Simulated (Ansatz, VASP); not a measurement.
One calculation of Pt, two programs

```xyz
1
Lattice="0.0000 1.9706 1.9706 1.9706 0.0000 1.9706 1.9706 1.9706 0.0000" Properties=species:S:1:pos:R:3 pbc="T T T"
Pt    0.0000    0.0000    0.0000
```

Alike in both runs: task single point; functional r2SCAN; k mesh 14 × 14 × 14; occupations gaussian, width 0.01 eV; no spin polarisation.

```csv
,VASP,Ansatz
version,VASP 6.6.1,Ansatz 0.2.0
potentials or method,"VASP PAW PBE potentials, release 64 (Pt), cutoff 520 eV","plane waves (500 eV) with PAW, scalar-relativistic"
valence electrons in the cell,10,18
```

Ansatz gave:

* pressure (GPa): -0.5

What did VASP give for the same quantities?

Pressure (GPa): 0.2.

VASP's potentials were made for PBE, not for r2SCAN. VASP's potentials hold 10 valence electrons a cell and Ansatz's 18, so a difference there can come from the potentials and not from the codes.

Spin-orbit coupling is off throughout.
